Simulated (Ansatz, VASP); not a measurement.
One calculation of CO, two programs

```
CELL_PARAMETERS angstrom
5.63000 0.00000 0.00000
0.00000 5.63000 0.00000
0.00000 0.00000 5.63000
ATOMIC_POSITIONS crystal
C 0.95800 0.95800 0.95800
C 0.54200 0.04200 0.45800
C 0.45800 0.54200 0.04200
C 0.04200 0.45800 0.54200
O 0.06700 0.06700 0.06700
O 0.43300 0.93300 0.56700
O 0.56700 0.43300 0.93300
O 0.93300 0.56700 0.43300
```

Alike in both runs: task single point; functional PBE; k mesh 4 × 4 × 4; occupations gaussian, width 0.1 eV; no spin polarisation.

|  | VASP | Ansatz |
| --- | --- | --- |
| version | VASP 6.6.1 | Ansatz 0.2.0 |
| potentials or method | VASP PAW PBE potentials, release 64 (C, O), cutoff 600 eV | scalar-relativistic, plane waves, PAW |
| valence electrons in the cell | 40 | 40 |

Ansatz gave:

| Item | Value |
| --- | --- |
| gap on the k mesh at the Fermi level (eV) | 6.44 |
| least direct gap on the mesh (eV) | 6.44 |
| pressure (GPa) | 14.0 |
| rms of the force components (eV/Å) | 6.121 |

Q: What did VASP give for the same quantities?

A: gap on the k mesh at the Fermi level (eV): 6.45; least direct gap on the mesh (eV): 6.45; pressure (GPa): 15.6; rms of the force components (eV/Å): 6.982.

Atom by atom the forces differ by 0.861 eV/Å (rms over components).

Noted on VASP's run: the standard files for N, O and F lose accuracy on very short bonds.
